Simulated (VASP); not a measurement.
# Ca (Immm) in VASP: notebook, part 2 of 3

VASP 6.6.1.

**3. Single point, LDA**

INCAR

```
SYSTEM = Ca
PREC = Accurate ; ENCUT = 520
EDIFF = 1E-7 ; ISMEAR = 0
SIGMA = 0.05 ; LREAL = .FALSE.
LASPH = .TRUE. ; NELM = 100
ALGO = Normal ; ISIF = 2
LWAVE = .FALSE. ; LCHARG = .FALSE.
NBANDS = 11
```

KPOINTS

```
Automatic mesh
0
G
  9 9 9
  0 0 0
```

POSCAR

```
Ca
1.0
   -2.0964874600      2.1017318100      2.4453524600
    2.0964874600     -2.1017318100      2.4453524600
    2.0964874600      2.1017318100     -2.4453524600
Ca
1
Direct
    0.5000000000      0.5000000000      0.0000000000
```

Potentials or basis: VASP PAW LDA potentials, release 64 (Ca_sv).

The run is started by

```sh
$ cat potpaw_LDA.64/Ca_sv/POTCAR > POTCAR
$ mpirun -np 1 vasp_std > vasp.out
```

OUTCAR:

```text
SYSTEM = Ca
   PREC = Accurate
   ENCUT = 520
   EDIFF = 1E-7
   ISMEAR = 0
   LREAL = .FALSE.
   LASPH = .TRUE.
   NELM = 100
   ISIF = 2

 ion  position               nearest neighbor table
   1  0.500  0.500  0.000-

  LATTYP: Found a body centered orthorhombic cell.
 ALAT       =     4.1929749200
 B/A-ratio  =     1.0025014936
 C/A-ratio  =     1.1664045250

  Lattice vectors:

 A1 = (  -2.0964874600,   2.1017318100,   2.4453524600)
 A2 = (   2.0964874600,  -2.1017318100,   2.4453524600)
 A3 = (   2.0964874600,   2.1017318100,  -2.4453524600)

Analysis of symmetry for initial positions (statically):
=====================================================================
 Subroutine PRICEL returns:
 Original cell was already a primitive cell.

 Routine SETGRP: Setting up the symmetry group for a
 body centered orthorhombic supercell.

 Subroutine GETGRP returns: Found  8 space group operations
 (whereof  8 operations were pure point group operations)
 out of a pool of  8 trial point group operations.

The static configuration has the point symmetry D_2h.

Analysis of symmetry for dynamics (positions and initial velocities):
=====================================================================
 Subroutine PRICEL returns:
 Original cell was already a primitive cell.

 Routine SETGRP: Setting up the symmetry group for a
 body centered orthorhombic supercell.

 Subroutine GETGRP returns: Found  8 space group operations
 (whereof  8 operations were pure point group operations)
 out of a pool of  8 trial point group operations.

The dynamic configuration has the point symmetry D_2h.

 Subroutine INISYM returns: Found  8 space group operations
 (whereof  8 operations are pure point group operations),
 and found     1 'primitive' translations

----------------------------------------------------------------------------------------

                                     Primitive cell

  volume of cell :      43.0994

  direct lattice vectors                    reciprocal lattice vectors
    -2.096487460  2.101731810  2.445352460     0.000000000  0.237899050  0.204469502
     2.096487460 -2.101731810  2.445352460     0.238494153  0.000000000  0.204469502
     2.096487460  2.101731810 -2.445352460     0.238494153  0.237899050  0.000000000

  length of vectors
     3.846073962  3.846073962  3.846073962     0.313693696  0.314145250  0.336861127

  position of ions in fractional coordinates (direct lattice)
     0.500000000  0.500000000  0.000000000

  ion indices of the primitive-cell ions
   primitive index   ion index
                 1           1

----------------------------------------------------------------------------------------

 KPOINTS: Automatic mesh

Automatic generation of k-mesh.
 Grid dimensions read from file:
 generate k-points for:    9    9    9

 Generating k-lattice:

  Cartesian coordinates                     Fractional coordinates (reciprocal lattice)
     0.000000000  0.026433228  0.022718834     0.111111111 -0.000000000  0.000000000
     0.026499350  0.000000000  0.022718834     0.000000000  0.111111111  0.000000000
     0.026499350  0.026433228  0.000000000     0.000000000 -0.000000000  0.111111111

  Length of vectors
     0.034854855  0.034905028  0.037429014

  Shift w.r.t. Gamma in fractional coordinates (k-lattice)
     0.000000000  0.000000000  0.000000000

 Subroutine IBZKPT returns following result:
 ===========================================

 Found    125 irreducible k-points:

 Following reciprocal coordinates:
            Coordinates               Weight
  0.000000  0.000000  0.000000      1.000000
  0.111111 -0.000000  0.000000      4.000000
  0.222222 -0.000000  0.000000      4.000000
  0.333333 -0.000000  0.000000      4.000000
  0.444444 -0.000000  0.000000      4.000000
  0.000000  0.111111  0.000000      4.000000
[... 16 lines left out ...]
 -0.111111  0.222222  0.000000      8.000000
  0.000000  0.333333  0.000000      4.000000
 [... further k-points ...]
   k-points           NKPTS =    125   k-points in BZ     NKDIM =    125   number of bands    NBANDS=     11
   number of dos      NEDOS =    301   number of ions     NIONS =      1
   total plane-waves  NPLWV =  27000
   dimension x,y,z NGX =    30 NGY =   30 NGZ =   30
   dimension x,y,z NGXF=    60 NGYF=   60 NGZF=   60
   ions per type =               1
   NGX,Y,Z   is equivalent  to a cutoff of  12.97, 12.97, 12.97 a.u.
   NGXF,Y,Z  is equivalent  to a cutoff of  25.93, 25.93, 25.93 a.u.
 SYSTEM =  Ca
   PREC   = accura    normal or accurate (medium, high low for compatibility)
   ISTART =      0    job   : 0-new  1-cont  2-samecut
   ICHARG =      2    charge: 1-file 2-atom 10-const
   ISPIN  =      1    spin polarized calculation?
   LNONCOLLINEAR =      F non collinear calculations
   LSORBIT =      F    spin-orbit coupling
   LASPH  =      T    aspherical Exc in radial PAW
   ENCUT  =  520.0 eV  38.22 Ry    6.18 a.u.   7.15  7.15  7.15*2*pi/ulx,y,z
   NELM   =    100;   NELMIN=  2; NELMDL= -5     # of ELM steps
   EDIFF  = 0.1E-06   stopping-criterion for ELM
   LREAL  =      F    real-space projection
   EDIFFG = 0.1E-05   stopping-criterion for IOM
   NSW    =      0    number of steps for IOM
   IBRION =     -1    ionic relax: 0-MD 1-quasi-New 2-CG
   NFREE  =      0    steps in history (QN), initial steepest desc. (CG)
   ISIF   =      2    stress and relaxation
   ISYM   =      2    0-nonsym 1-usesym 2-fastsym
   POTIM  = 0.5000    time-step for ionic-motion
   TEBEG  =    0.0;   TEEND  =   0.0 temperature during run
   PSTRESS=    0.0 pullay stress
   NELECT =      10.0000    total number of electrons
   NUPDOWN=      -1.0000    fix difference up-down
   EMIN   =  10.00;   EMAX   =-10.00  energy-range for DOS
   EFERMI =   0.00;   METHOD = LEGACY
   ISMEAR =     0;   SIGMA  =   0.05  broadening in eV -4-tet -1-fermi 0-gaus
   EFERMI_NEDOS =   21; number of points for ismear=-14 and -15
   IALGO  =     38    algorithm
   IMIX   =      4    mixing-type and parameters
     AMIX     =   0.40;   BMIX     =  1.00
     AMIX_MAG =   1.60;   BMIX_MAG =  1.00
  volume/ion in A,a.u.               =      43.10       290.85
  Fermi-wavevector in a.u.,A,eV,Ry     =   1.005969  1.901005 13.768730  1.011973
  Thomas-Fermi vector in A             =   2.138682
   LORBIT       =      0    0 simple, 1 ext, 2 COOP (PROOUT), +10 PAW based schemes
   GGA     = CA    functional components
   LHFCALC =     F    Hartree Fock is set to
   AEXX    =    0.0000 exact exchange contribution
   IVDW    =     0    specifies the selected vdW correction
   LEPSILON=     F    determine dielectric tensor
   LRPA    =     F    only Hartree local field effects (RPA)
 non-spin polarized calculation
 Gauss-broadening in eV      SIGMA  =   0.05
  energy-cutoff  :      520.00
  volume of cell :       43.10
 maximum number of plane-waves:      1177
 NGX is ok and might be reduce to    30
   NGX = 15   NGY = 15   NGZ = 15

 number of electron      10.0000000 magnetization

 Free energy of the ion-electron system (eV)
  ---------------------------------------------------
  ext. energy  EPLUGINS =         0.00000000
  ---------------------------------------------------
  free energy    TOTEN  =        -2.15898989 eV

  energy without entropy =       -2.15667700  energy(sigma->0) =       -2.15783345

 E-fermi :   1.7287     XC(G=0):  -7.8955

 val. band max:        1.7217115337   @ k =   0.3333   0.3333   0.0000
 cond. band min:       1.7319453062   @ k =   0.4444  -0.4444   0.3333
 fundamental gap:      0.0102337725
 Fermi energy:         1.7287060838

 k-point     1 :       0.0000    0.0000    0.0000
  band No.  band energies     occupation
      1     -39.9121      2.00000
      2     -21.1267      2.00000
      3     -21.1260      2.00000
      4     -21.1149      2.00000
      5      -2.2774      2.00000
      6       3.7461      0.00000
      7       3.7592      0.00000
      8       4.3381      0.00000
      9       4.4730      0.00000
     10       5.1730      0.00000
     11      11.1603      0.00000
[... 309 lines left out ...]
 k-point    24 :       0.0000    0.3333    0.0000
  band No.  band energies     occupation
      1     -39.9017      2.00000
      2     -21.2246      2.00000
      3     -21.1536      2.00000
      4     -21.1215      2.00000
      5      -0.5415      2.00000
      6       2.5929      0.00000
      7       3.4436      0.00000
      8       4.4570      0.00000
      9       5.1255      0.00000
     10       5.2108      0.00000
     11       7.8535      0.00000

 [... further k-points ...]

------------------------ aborting loop because EDIFF is reached ----------------------------------------

  FORCE on cell =-STRESS in cart. coord.  units (eV):
  Direction    XX          YY          ZZ          XY          YZ          ZX
  --------------------------------------------------------------------------------------
  -------------------------------------------------------------------------------------
  Total       -0.5602111     -0.5633489     -0.5078483      0.0000000      0.0000000      0.0000000
  in kB      -20.8253017    -20.9419433    -18.8787655      0.0000000      0.0000000      0.0000000
  external PRESSURE =     -20.2153368 kB  Pullay stress =       0.0000000 kB

 VOLUME and BASIS-vectors are now :
 -----------------------------------------------------------------------------
  energy-cutoff  :      520.00
  volume of cell :       43.10
      direct lattice vectors                 reciprocal lattice vectors
    -2.096487460  2.101731810  2.445352460     0.000000000  0.237899050  0.204469502
     2.096487460 -2.101731810  2.445352460     0.238494153  0.000000000  0.204469502
     2.096487460  2.101731810 -2.445352460     0.238494153  0.237899050  0.000000000

 POSITION                                       TOTAL-FORCE (eV/Angst)
 -----------------------------------------------------------------------------------
      0.00000      0.00000      2.44535         0.000000      0.000000     -0.000000
 -----------------------------------------------------------------------------------
    total drift:                                0.000000     -0.000000      0.000000

  FREE ENERGIE OF THE ION-ELECTRON SYSTEM (eV)
  ---------------------------------------------------
  free  energy   TOTEN  =        -2.1589898900 eV

  energy  without entropy=       -2.1566770035  energy(sigma->0) =       -2.15783345
```

OSZICAR:

```text
N       E                     dE             d eps       ncg     rms          rms(c)
DAV:   1     0.708347374873E+02    0.70835E+02   -0.52852E+03  2750   0.806E+02
DAV:   2     0.119525760622E+01   -0.69639E+02   -0.69013E+02  2966   0.220E+02
DAV:   3    -0.202739526946E+01   -0.32227E+01   -0.31934E+01  4846   0.397E+01
DAV:   4    -0.217103229725E+01   -0.14364E+00   -0.14318E+00  3524   0.493E+00
DAV:   5    -0.217221211034E+01   -0.11798E-02   -0.11797E-02  3826   0.559E-01    0.230E+00
DAV:   6    -0.216201524909E+01    0.10197E-01   -0.13228E-02  3443   0.123E+00    0.140E+00
DAV:   7    -0.215946737066E+01    0.25479E-02   -0.18815E-02  3290   0.158E+00    0.101E-01
DAV:   8    -0.215898533336E+01    0.48204E-03   -0.20495E-03  3201   0.428E-01    0.190E-02
DAV:   9    -0.215898925380E+01   -0.39204E-05   -0.80691E-05  3556   0.755E-02    0.657E-03
DAV:  10    -0.215899004447E+01   -0.79067E-06   -0.62497E-06  4084   0.198E-02    0.861E-04
DAV:  11    -0.215898988917E+01    0.15530E-06   -0.15863E-07  3324   0.340E-03    0.424E-04
DAV:  12    -0.215898989002E+01   -0.85413E-09   -0.11662E-08  1858   0.741E-04
   1 F= -.21589899E+01 E0= -.21578334E+01  d E =-.231289E-02
```

It took 30 s on 1 thread of Intel Xeon 6975P-C (Granite Rapids), shared host; peak memory 0.18 GiB.

Results:

```
Free energy            : -2.1590 eV
Pressure               : -2.0 GPa
Band gap on the k mesh : zero (band 5 reaches 1.86 eV, above the bottom of band 6 at 1.65 eV)
```

Levels at points of the mesh, in eV from the Fermi level:
| k point | band 3 | band 4 | band 5 | band 6 | band 7 | band 8 |
| --- | --- | --- | --- | --- | --- | --- |
| (0.00, 0.00, 0.00) | -22.85 | -22.84 | -4.01 | 2.02 | 2.03 | 2.61 |

**4. Single point, LDA (volume scaled by 1.02)**

INCAR

```
SYSTEM = Ca
PREC = Accurate ; ENCUT = 520
EDIFF = 1E-6 ; ISMEAR = 0
SIGMA = 0.05 ; LREAL = .FALSE.
LASPH = .TRUE. ; NELM = 80
ALGO = Fast ; ISIF = 2
LWAVE = .FALSE. ; LCHARG = .FALSE.
NBANDS = 11
```

KPOINTS

```
regular mesh
0
G
  9 9 9
  0 0 0
```

POSCAR

```
Ca
1.0
   -2.1103718875      2.1156509694      2.4615473191
    2.1103718875     -2.1156509694      2.4615473191
    2.1103718875      2.1156509694     -2.4615473191
Ca
1
Direct
    0.5000000000      0.5000000000      0.0000000000
```

The run is started by

```sh
$ cat potpaw_LDA.64/Ca_sv/POTCAR > POTCAR
$ mpirun -np 1 vasp_std > vasp.out
```

Run time: 33 s. Hardware: 1 thread of Intel Xeon 6975P-C (Granite Rapids), shared host; peak memory 0.18 GiB.

The run converged. Its results:

- Free energy: -2.1476 eV
- Pressure: -2.3 GPa
- Band gap on the k mesh: zero (band 5 reaches 1.79 eV, above the bottom of band 6 at 1.57 eV)

Stress tensor (GPa, compression positive):
```
-2.32  0.00  0.00
 0.00 -2.33  0.00
 0.00  0.00 -2.11
```

Levels at points of the mesh, in eV from the Fermi level:
```tsv
k point	band 1	band 2	band 3	band 4	band 5	band 6	band 7	band 8	band 9	band 10
(0.00, 0.00, 0.00)	-41.69	-22.90	-22.90	-22.89	-3.97	1.99	2.00	2.57	2.70	3.39
```

[end of part 2 of 3]
